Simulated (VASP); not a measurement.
KCl: relaxation of cell and atoms with HSE06

Crystal: KCl.

```
K Cl
1.0
     3.77117    0.00000    0.00000
     0.00000    3.77117    0.00000
     0.00000    0.00000    3.77117
K Cl
1 1
Direct
  0.00000 0.00000 0.00000
  0.50000 0.50000 0.50000
```

```json
{
 "Program": "VASP 6.6.1",
 "Task": "relaxation of cell and atoms",
 "Functional": "HSE06",
 "Potentials or basis": "VASP PAW PBE potentials, release 64 (K_sv, Cl)",
 "Cutoff": "600 eV",
 "k mesh": "4 × 4 × 4",
 "Occupations": "fermi-dirac, width 0.02 eV",
 "Spin": "no spin polarisation",
 "Dipole correction": "no",
 "Grid for exact exchange (PRECFOCK)": "Normal",
 "Further INCAR settings": "ALGO = Normal; EDIFF = 1e-07; IBRION = 2; EDIFFG = -0.005; NSW = 80; ISIF = 3",
 "Share of exact exchange": "0.25",
 "Screening parameter": "0.2079 1/Å"
}
```

| Item | Value |
| --- | --- |
| Relaxed volume | 27.72 Å³/atom |
| Relaxed cell | a = 3.813 Å, b = 3.813 Å, c = 3.813 Å, α = 90.00°, β = 90.00°, γ = 90.00° |
| Space group after relaxing (to 0.1 Å) | Pm-3m (No. 221) |
| Energy gained by relaxing | 1.9 meV/atom |
| Ionic steps | 3 |
| Pressure after relaxing | 0.0 GPa |
| Band gap on the k mesh | 6.21 eV (least direct gap 6.43 eV) |

The path:
| step | energy change (eV) | largest force (eV/Å) | pressure (GPa) | volume (Å³) |
| --- | --- | --- | --- | --- |
| 1 | 0.0000 | 0.0000 | 0.72 | 53.63 |
| 2 | -0.0030 | 0.0000 | 0.32 | 54.58 |
| 3 | -0.0039 | 0.0000 | 0.00 | 55.43 |

Final structure:
```
K Cl
1.0
     3.81288    0.00000    0.00000
     0.00000    3.81288    0.00000
     0.00000    0.00000    3.81288
K Cl
1 1
Direct
  0.00000 0.00000 0.00000
  0.50000 0.50000 0.50000
```

Levels at points of the mesh, in eV from the valence-band top:
| k point | band 5 | band 6 | band 7 | band 8 | band 9 | band 10 | band 11 | band 12 |
| --- | --- | --- | --- | --- | --- | --- | --- | --- |
| (0.00, 0.00, 0.00) | -12.17 | -0.22 | -0.22 | -0.22 | 6.21 | 7.98 | 7.98 | 12.55 |
| (0.50, 0.00, 0.00) | -12.06 | -1.92 | -0.23 | -0.23 | 9.18 | 9.51 | 9.88 | 11.55 |
| (0.50, 0.50, 0.00) | -12.11 | -1.32 | -1.32 | 0.00 | 7.57 | 8.81 | 10.60 | 10.60 |
| (0.50, 0.50, 0.50) | -12.35 | -1.44 | -1.44 | -1.44 | 10.25 | 10.25 | 10.25 | 11.75 |

Wall time 8.5 min on 1 thread of Intel(R) Xeon(R) 6975P-C (Granite Rapids), with other jobs on the host, peak memory 0.28 GiB.

Caveat: the structure was generated, so it needn't be the stable form of KCl; the PAW data sets were made with another functional, which shifts forces and pressure a little. A k mesh can miss the band edges.
